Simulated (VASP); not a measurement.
Input of a VASP 6.6.1 run:

File INCAR:

```
SYSTEM = Pt
ALGO = Fast
EDIFF = 1E-6
EDIFFG = -0.001
ENCUT = 600
GGA = PE
IBRION = 2
ISIF = 3
ISMEAR = -1
LASPH = .True.
LCHARG = .False.
LREAL = .False.
LWAVE = .False.
NELM = 80
NSW = 80
PREC = Accurate
PSTRESS = 70.0
SIGMA = 0.15
```

KPOINTS

```
k-points
0
Gamma
  18 18 10
  0 0 0
```

POSCAR

```
Pt
1.0
    2.7743680019      0.0000000000      0.0000000000
   -1.3871840010      2.4026731691      0.0000000000
    0.0000000000      0.0000000000      4.7388249489
Pt
2
Direct
    0.6666666667      0.3333333333      0.7500000000
    0.3333333333      0.6666666667      0.2500000000
```

Potentials or basis: VASP PAW PBE potentials, release 64 (Pt).

Run with:

```bash
$ cat potpaw_PBE.64/Pt/POTCAR > POTCAR
$ mpirun -np 1 vasp_std > vasp.out
```

Problem. Predict the band gap on the k mesh.

Solution. Zero (bands 10 and 11 overlap by 1.33 eV).

Problem. Estimate the relaxed cell.

Solution. a = 2.751 Å, b = 2.751 Å, c = 4.684 Å, α = 90.00°, β = 90.00°, γ = 120.00°.

Final structure:
```
Pt
1.0
     2.75093    0.00000    0.00000
    -1.37546    2.38237    0.00000
     0.00000    0.00000    4.68378
Pt
2
Direct
  0.66667 0.33333 0.75000
  0.33333 0.66667 0.25000
```

Caveat: the cell is relaxed towards a set pressure, so the run minimises the enthalpy, not the energy; spin-orbit coupling is left out, which moves the levels of the heavy elements.
